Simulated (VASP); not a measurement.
# BAs (I-4m2) in VASP: notebook

Aim: see how the results for BAs move with the level of theory and the settings. Levels: r2SCAN, HSE06. Tasks: single point.

Everything below comes from runs of VASP 6.6.1. Logs are shortened: lines on timing, memory, paths and dates and some standing lists are left out, and cuts for length are marked.

**1. The cell of the first run**

It takes space group I-4m2 (No. 119, tetragonal). Conventional cell: a = 3.484 Å, b = 3.484 Å, c = 4.717 Å, α = 90.00°, β = 90.00°, γ = 90.00°. B (site symmetry -4m2) has 4 As at 2.10 Å within 2.8 Å. Within 2.8 Å of As (site symmetry -4m2) lie 4 B at 2.10 Å.

**2. Single point, r2SCAN, non-collinear spin, zero start, spin-orbit coupling (epitaxial xy strain +3.0%)**

POSCAR

```
BAs
1.0
    0.0000000000      2.4636236322      2.3586458026
    2.4636236322      0.0000000000      2.3586458026
    2.4636236322      2.4636236322      0.0000000000
B As
1 1
Direct
    0.0000000000      0.0000000000      0.0000000000
    0.2500000000      0.2500000000      0.2500000000
```

INCAR.step1

```
SYSTEM = BAs
ALGO = Normal
EDIFF = 1E-4
ENCUT = 520
GGA = PE
GGA_COMPAT = .False.
ISMEAR = -1
LASPH = .True.
LCHARG = .False.
LNONCOLLINEAR = .True.
LREAL = .False.
LSORBIT = .True.
LWAVE = .True.
MAGMOM = 0 0 0 0 0 0
NBANDS = 20
NELM = 150
PREC = Accurate
SIGMA = 0.02
```

INCAR.step2

```
SYSTEM = BAs
ALGO = Normal
EDIFF = 1E-6
ENCUT = 520
GGA_COMPAT = .False.
ISIF = 2
ISMEAR = -1
ISTART = 1
LASPH = .True.
LCHARG = .False.
LMIXTAU = .True.
LNONCOLLINEAR = .True.
LORBIT = 11
LORBMOM = .True.
LREAL = .False.
LSORBIT = .True.
LWAVE = .False.
MAGMOM = 0 0 0 0 0 0
METAGGA = R2SCAN
NBANDS = 20
NELM = 150
PREC = Accurate
SIGMA = 0.02
```

KPOINTS

```
k-points
0
Gamma
  10 10 10
  0 0 0
```

Potentials or basis: VASP PAW PBE potentials, release 64 (B, As).

On the command line:

```console
> cat potpaw_PBE.64/B/POTCAR potpaw_PBE.64/As/POTCAR > POTCAR
> cp INCAR.step1 INCAR
> mpirun -np 1 vasp_ncl > vasp.out
> cp INCAR.step2 INCAR
> mpirun -np 1 vasp_ncl > vasp.out
```

OUTCAR:

```text
SYSTEM = BAs
   EDIFF = 1E-6
   ENCUT = 520
   ISIF = 2
   ISMEAR = -1
   ISTART = 1
   LASPH = .True.
   LNONCOLLINEAR = .True.
   LORBIT = 11
   LREAL = .False.
   LSORBIT = .True.
   METAGGA = R2SCAN
   NELM = 150
   PREC = Accurate

 ion  position               nearest neighbor table
   1  0.000  0.000  0.000-   2 2.10   2 2.10   2 2.10   2 2.10
   2  0.250  0.250  0.250-   1 2.10   1 2.10   1 2.10   1 2.10

  LATTYP: Found a body centered tetragonal cell.
 ALAT       =     3.4840899532
 C/A-ratio  =     1.3539522999

  Lattice vectors:

 A1 = (   0.0000000000,  -2.4636236322,  -2.3586458026)
 A2 = (   0.0000000000,   2.4636236322,  -2.3586458026)
 A3 = (   2.4636236322,   0.0000000000,   2.3586458026)

Analysis of symmetry for initial positions (statically):
=====================================================================
 Subroutine PRICEL returns:
 Original cell was already a primitive cell.

 Routine SETGRP: Setting up the symmetry group for a
 body centered tetragonal supercell.

 Subroutine GETGRP returns: Found  8 space group operations
 (whereof  8 operations were pure point group operations)
 out of a pool of 16 trial point group operations.

The static configuration has the point symmetry D_2d.

Analysis of symmetry for dynamics (positions and initial velocities):
=====================================================================
 Subroutine PRICEL returns:
 Original cell was already a primitive cell.

 Routine SETGRP: Setting up the symmetry group for a
 body centered tetragonal supercell.

 Subroutine GETGRP returns: Found  8 space group operations
 (whereof  8 operations were pure point group operations)
 out of a pool of 16 trial point group operations.

The dynamic configuration has the point symmetry D_2d.

Analysis of structural, dynamic, and magnetic symmetry:
=====================================================================
 Subroutine PRICEL returns:
 Original cell was already a primitive cell.

 Routine SETGRP: Setting up the symmetry group for a
 body centered tetragonal supercell.

 Subroutine GETGRP returns: Found  8 space group operations
 (whereof  8 operations were pure point group operations)
 out of a pool of 16 trial point group operations.

The overall configuration has the point symmetry D_2d.

 Subroutine INISYM returns: Found  8 space group operations
 (whereof  8 operations are pure point group operations),
 and found     1 'primitive' translations

----------------------------------------------------------------------------------------
[... 727 lines left out ...]
    total drift:                                0.000000      0.000000     -0.000000

  FREE ENERGIE OF THE ION-ELECTRON SYSTEM (eV)
  ---------------------------------------------------
  free  energy   TOTEN  =       -22.2214623334 eV

  energy  without entropy=      -22.2214623334  energy(sigma->0) =      -22.22146233

 orbital moment (x)

 # of ion     p       d       tot
 ----------------------------------------
  1         0.000   0.000   0.000
  2         0.000   0.000   0.000
 ----------------------------------------
            0.000   0.000   0.000

 orbital moment (y)

 # of ion     p       d       tot
 ----------------------------------------
  1         0.000   0.000   0.000
  2        -0.000   0.000  -0.000
 ----------------------------------------
           -0.000   0.000  -0.000

 orbital moment (z)

 # of ion     p       d       tot
 ----------------------------------------
  1        -0.000   0.000  -0.000
  2        -0.000  -0.000  -0.000
 ----------------------------------------
           -0.000  -0.000  -0.000

 Spin-Orbit-Coupling matrix elements

 Ion:    1  E_soc:     -0.0000092
 l=   1
     0.0000000    -0.0000016    -0.0000014
    -0.0000016     0.0000000    -0.0000016
    -0.0000014    -0.0000016     0.0000000
 l=   2
     0.0000000     0.0000000     0.0000000     0.0000000     0.0000000
     0.0000000     0.0000000     0.0000000     0.0000000     0.0000000
     0.0000000     0.0000000     0.0000000     0.0000000     0.0000000
     0.0000000     0.0000000     0.0000000     0.0000000     0.0000000
     0.0000000     0.0000000     0.0000000     0.0000000     0.0000000
 l=   3
     0.0000000     0.0000000     0.0000000     0.0000000     0.0000000     0.0000000     0.0000000
     0.0000000     0.0000000     0.0000000     0.0000000     0.0000000     0.0000000     0.0000000
     0.0000000     0.0000000     0.0000000     0.0000000     0.0000000     0.0000000     0.0000000
     0.0000000     0.0000000     0.0000000     0.0000000     0.0000000     0.0000000     0.0000000
     0.0000000     0.0000000     0.0000000     0.0000000     0.0000000     0.0000000     0.0000000
     0.0000000     0.0000000     0.0000000     0.0000000     0.0000000     0.0000000     0.0000000
     0.0000000     0.0000000     0.0000000     0.0000000     0.0000000     0.0000000     0.0000000

 Ion:    2  E_soc:     -0.0204660
 l=   1
     0.0000000    -0.0034013    -0.0033587
    -0.0034013     0.0000000    -0.0034013
    -0.0033587    -0.0034013     0.0000000
 l=   2
     0.0000000    -0.0000126     0.0000000    -0.0000126    -0.0000119
    -0.0000126     0.0000000    -0.0000085    -0.0000116    -0.0000030
     0.0000000    -0.0000085     0.0000000    -0.0000085     0.0000000
    -0.0000126    -0.0000116    -0.0000085     0.0000000    -0.0000030
    -0.0000119    -0.0000030     0.0000000    -0.0000030     0.0000000
 l=   3
     0.0000000     0.0000000     0.0000000     0.0000000     0.0000000     0.0000000     0.0000000
     0.0000000     0.0000000     0.0000000     0.0000000     0.0000000     0.0000000     0.0000000
     0.0000000     0.0000000     0.0000000     0.0000000     0.0000000     0.0000000     0.0000000
     0.0000000     0.0000000     0.0000000     0.0000000     0.0000000     0.0000000     0.0000000
     0.0000000     0.0000000     0.0000000     0.0000000     0.0000000     0.0000000     0.0000000
     0.0000000     0.0000000     0.0000000     0.0000000     0.0000000     0.0000000     0.0000000
     0.0000000     0.0000000     0.0000000     0.0000000     0.0000000     0.0000000     0.0000000

 total charge

# of ion       s       p       d       tot
------------------------------------------
    1        0.662   1.110   0.000   1.772
    2        1.174   1.656   0.083   2.913
--------------------------------------------------
tot          1.836   2.766   0.083   4.685

 magnetization (x)

# of ion       s       p       d       tot
------------------------------------------
    1       -0.000  -0.000   0.000  -0.000
    2        0.000   0.000  -0.000  -0.000
--------------------------------------------------
tot         -0.000  -0.000  -0.000  -0.000

 magnetization (y)

# of ion       s       p       d       tot
------------------------------------------
    1        0.000   0.000   0.000   0.000
    2        0.000   0.000   0.000   0.000
--------------------------------------------------
tot          0.000   0.000   0.000   0.000

 magnetization (z)

# of ion       s       p       d       tot
------------------------------------------
    1       -0.000  -0.000   0.000  -0.000
    2        0.000  -0.000   0.000  -0.000
--------------------------------------------------
tot         -0.000  -0.000   0.000  -0.000
```

OUTCAR.step1:

```text
SYSTEM = BAs
   EDIFF = 1E-4
   ENCUT = 520
   GGA = PE
   ISMEAR = -1
[... 840 lines left out ...]
     0.0000000     0.0000000     0.0000000     0.0000000     0.0000000     0.0000000     0.0000000
     0.0000000     0.0000000     0.0000000     0.0000000     0.0000000     0.0000000     0.0000000
     0.0000000     0.0000000     0.0000000     0.0000000     0.0000000     0.0000000     0.0000000
     0.0000000     0.0000000     0.0000000     0.0000000     0.0000000     0.0000000     0.0000000
     0.0000000     0.0000000     0.0000000     0.0000000     0.0000000     0.0000000     0.0000000
     0.0000000     0.0000000     0.0000000     0.0000000     0.0000000     0.0000000     0.0000000

=======================================================================

 ========================================================
```

Wall time 40 min (1 thread of AMD EPYC 7R13, shared host); peak memory 0.34 GiB.

Results:

- Free energy: -22.2215 eV
- Pressure: -5.6 GPa
- Net moment: 0.00 μB per cell
- Valence electrons inside the program's atomic spheres: B 1.77; As 2.91

Moments on the atoms (μB; x, y, z):
```
B   0.00 0.00 0.00
As  0.00 0.00 0.00
```

Caveat: the cell differs from its parent crystal (epitaxial xy strain +3.0%); the cell stands under tension; the PAW data sets were made with another functional, which shifts forces and pressure a little.

**3. Single point, HSE06 (epitaxial xy strain +3.0%)**

POSCAR is that of step 2.

INCAR.step1

```
SYSTEM = BAs
ALGO = Normal ; EDIFF = 1E-5
ENCUT = 520 ; GGA = PE
ISIF = 2 ; ISMEAR = 0
LASPH = .True. ; LCHARG = .False.
LREAL = .False. ; LWAVE = .True.
NBANDS = 11 ; NELM = 60
PREC = Accurate ; SIGMA = 0.01
```

INCAR.step2

```
SYSTEM = BAs
ALGO = Normal ; EDIFF = 1E-7
ENCUT = 520 ; GGA = PE
HFSCREEN = 0.2079 ; ISIF = 2
ISMEAR = 0 ; ISTART = 1
LASPH = .True. ; LCHARG = .False.
LHFCALC = .True. ; LREAL = .False.
LWAVE = .False. ; NBANDS = 11
NELM = 60 ; PREC = Accurate
PRECFOCK = Normal ; SIGMA = 0.01
```

KPOINTS

```
k-points
0
Gamma
  6 6 6
  0 0 0
```

Potentials or basis: VASP PAW PBE potentials, release 64 (B, As).

On the command line:

```console
> cat potpaw_PBE.64/B/POTCAR potpaw_PBE.64/As/POTCAR > POTCAR
> cp INCAR.step1 INCAR
> mpirun -np 1 vasp_std > vasp.out
> cp INCAR.step2 INCAR
> mpirun -np 1 vasp_std > vasp.out
```

Run time: 7.8 min. Hardware: 1 thread of Intel Xeon 6975P-C (Granite Rapids), shared host; peak memory 0.27 GiB.

The run converged. Its results:

| Quantity | Value |
| --- | --- |
| Free energy | -13.1859 eV |
| Pressure | -7.1 GPa |
| Band gap on the k mesh | 1.34 eV (least direct gap 3.60 eV) |

Stress tensor (GPa, compression positive):
```
-9.96  0.00  0.00
 0.00 -9.96  0.00
 0.00  0.00 -1.23
```

Levels at points of the mesh, in eV from the valence-band top:
```csv
k point,band 1,band 2,band 3,band 4,band 5,band 6,band 7,band 8
"(0.00, 0.00, 0.00)",-16.75,-0.41,-0.41,0.00,3.60,3.88,3.88,4.91
"(0.50, 0.00, 0.00)",-13.75,-9.59,-2.42,-1.91,2.89,5.17,5.64,9.66
"(0.50, 0.50, 0.00)",-12.10,-9.22,-4.79,-4.79,1.54,1.56,12.19,12.19
"(0.50, 0.00, 0.50)",-12.45,-9.58,-4.40,-4.33,2.04,2.10,11.79,12.37
```

Caveat: the cell differs from its parent crystal (epitaxial xy strain +3.0%); the cell stands under tension; the PAW data sets were made with another functional, which shifts forces and pressure a little. A k mesh can miss the band edges.

**4. Single point, r2SCAN, non-collinear spin, zero start, spin-orbit coupling (epitaxial xy strain +4.0%)**

POSCAR

```
BAs
1.0
    0.0000000000      2.4875423082      2.3474255164
    2.4875423082      0.0000000000      2.3474255164
    2.4875423082      2.4875423082      0.0000000000
B As
1 1
Direct
    0.0000000000      0.0000000000      0.0000000000
    0.2500000000      0.2500000000      0.2500000000
```

INCAR.step1

```
  PREC = Accurate
  ENCUT = 520
  ISMEAR = -1
  SIGMA = 0.02
  LREAL = False
  LASPH = True
  NELM = 150
  MAGMOM = 0 0 0 0 0 0
  LSORBIT = True
  GGA_COMPAT = False
  NBANDS = 20
  GGA = PE
  ALGO = Normal
  EDIFF = 1E-4
  LWAVE = True
  LCHARG = False
```

INCAR.step2

```
  PREC = Accurate
  ENCUT = 520
  EDIFF = 1E-6
  ISMEAR = -1
  SIGMA = 0.02
  LREAL = False
  LASPH = True
  NELM = 150
  ALGO = Normal
  ISIF = 2
  LWAVE = False
  LCHARG = True
  MAGMOM = 0 0 0 0 0 0
  LORBIT = 11
  LSORBIT = True
  GGA_COMPAT = False
  LORBMOM = True
  METAGGA = R2SCAN
  LMIXTAU = True
  LVHAR = True
  NBANDS = 20
  ISTART = 1
```

KPOINTS

```
Automatic mesh
0
Gamma
  10 10 10
```

On the command line:

```console
> cat potpaw_PBE.64/B/POTCAR potpaw_PBE.64/As/POTCAR > POTCAR
> cp INCAR.step1 INCAR
> mpirun -np 1 vasp_ncl > vasp.out
> cp INCAR.step2 INCAR
> mpirun -np 1 vasp_ncl > vasp.out
```

It took 9.2 min on 1 thread of Intel Xeon 6975P-C (Granite Rapids), shared host; peak memory 0.37 GiB.

It converged, with:

```
Free energy                                           : -22.1874 eV
Pressure                                              : -7.3 GPa
Net moment                                            : 0.00 μB per cell
Valence electrons inside the program's atomic spheres : B 1.75; As 2.90
```

Stress tensor (GPa, compression positive):
```
-11.02   0.00   0.00
  0.00 -11.02   0.00
  0.00   0.00   0.12
```

Moments on the atoms (μB; x, y, z):
```
B   0.00 0.00 0.00
As  0.00 0.00 0.00
```

Caveat: the cell differs from its parent crystal (epitaxial xy strain +4.0%); the cell stands under tension; the PAW data sets were made with another functional, which shifts forces and pressure a little.

**5. Single point, HSE06 (epitaxial xy strain +4.0%)**

POSCAR is that of step 4.

INCAR.step1

```
SYSTEM = BAs
  PREC = Accurate
  ENCUT = 520
  EDIFF = 1E-5
  ISMEAR = 0
  SIGMA = 0.01
  LREAL = .FALSE.
  LASPH = .TRUE.
  NELM = 60
  ALGO = Normal
  ISIF = 2
  LWAVE = .TRUE.
  LCHARG = .FALSE.
  NBANDS = 11
  GGA = PE
```

INCAR.step2

```
SYSTEM = BAs
  PREC = Accurate
  ENCUT = 520
  EDIFF = 1E-7
  ISMEAR = 0
  SIGMA = 0.01
  LREAL = .FALSE.
  LASPH = .TRUE.
  NELM = 60
  ALGO = Normal
  ISIF = 2
  LWAVE = .FALSE.
  LCHARG = .FALSE.
  GGA = PE
  LHFCALC = .TRUE.
  HFSCREEN = 0.2079
  PRECFOCK = Normal
  NBANDS = 11
  ISTART = 1
```

KPOINTS

```
regular mesh
0
G
  6 6 6
  0 0 0
```

On the command line:

```console
> cat potpaw_PBE.64/B/POTCAR potpaw_PBE.64/As/POTCAR > POTCAR
> cp INCAR.step1 INCAR
> mpirun -np 1 vasp_std > vasp.out
> cp INCAR.step2 INCAR
> mpirun -np 1 vasp_std > vasp.out
```

Wall time 7.9 min (1 thread of Intel Xeon 6975P-C (Granite Rapids), shared host); peak memory 0.27 GiB.

It converged, with:

```
Free energy            : -13.1480 eV
Pressure               : -8.7 GPa
Band gap on the k mesh : 1.15 eV (least direct gap 3.44 eV)
```

Stress tensor (GPa, compression positive):
```
-12.47   0.00   0.00
  0.00 -12.47   0.00
  0.00   0.00  -1.23
```

Levels at points of the mesh, in eV from the valence-band top:
```tsv
k point	band 1	band 2	band 3	band 4	band 5	band 6	band 7	band 8	band 9
(0.00, 0.00, 0.00)	-16.70	-0.53	-0.53	0.00	3.44	3.82	3.82	4.61	9.95
(0.50, 0.00, 0.00)	-13.75	-9.56	-2.55	-1.89	2.66	5.02	5.65	9.57	13.09
(0.50, 0.50, 0.00)	-12.05	-9.14	-4.89	-4.89	1.37	1.39	11.97	11.97	13.78
(0.50, 0.00, 0.50)	-12.50	-9.62	-4.38	-4.28	2.03	2.09	11.44	12.15	13.17
```

Caveat: the cell differs from its parent crystal (epitaxial xy strain +4.0%); the cell stands under tension; the PAW data sets were made with another functional, which shifts forces and pressure a little. A k mesh can miss the band edges.

**6. Overview**

| level | spin | cell | k mesh | smearing | grid for exact exchange (PRECFOCK) | share of exact exchange | screening parameter | gap on the mesh (eV) | pressure (GPa) | moment (μB) |
| --- | --- | --- | --- | --- | --- | --- | --- | --- | --- | --- |
| r2SCAN | non-collinear, zero start, SOC | a = 3.411, b = 3.411, c = 3.484 Å, angles 59.3, 59.3, 61.4°, 2 atoms | 10 × 10 × 10 | fermi-dirac 0.02 eV | - | - | - | - | -5.6 | 0.00 |
| HSE06 | off | a = 3.411, b = 3.411, c = 3.484 Å, angles 59.3, 59.3, 61.4°, 2 atoms | 6 × 6 × 6 | gaussian 0.01 eV | Normal | 0.25 | 0.2079 1/Å | 1.34 | -7.1 | - |
| r2SCAN | non-collinear, zero start, SOC | a = 3.420, b = 3.420, c = 3.518 Å, angles 59.1, 59.1, 61.9°, 2 atoms | 10 × 10 × 10 | fermi-dirac 0.02 eV | - | - | - | - | -7.3 | 0.00 |
| HSE06 | off | a = 3.420, b = 3.420, c = 3.518 Å, angles 59.1, 59.1, 61.9°, 2 atoms | 6 × 6 × 6 | gaussian 0.01 eV | Normal | 0.25 | 0.2079 1/Å | 1.15 | -8.7 | - |

Alike in all rows: task single point; potentials or basis VASP PAW PBE potentials, release 64 (B, As); cutoff (eV) 520.

Caveats: the cell stands under tension; the PAW data sets were made with another functional, which shifts forces and pressure a little.

Total energies depend on the potentials used, so only differences within one code and one set of settings carry meaning.
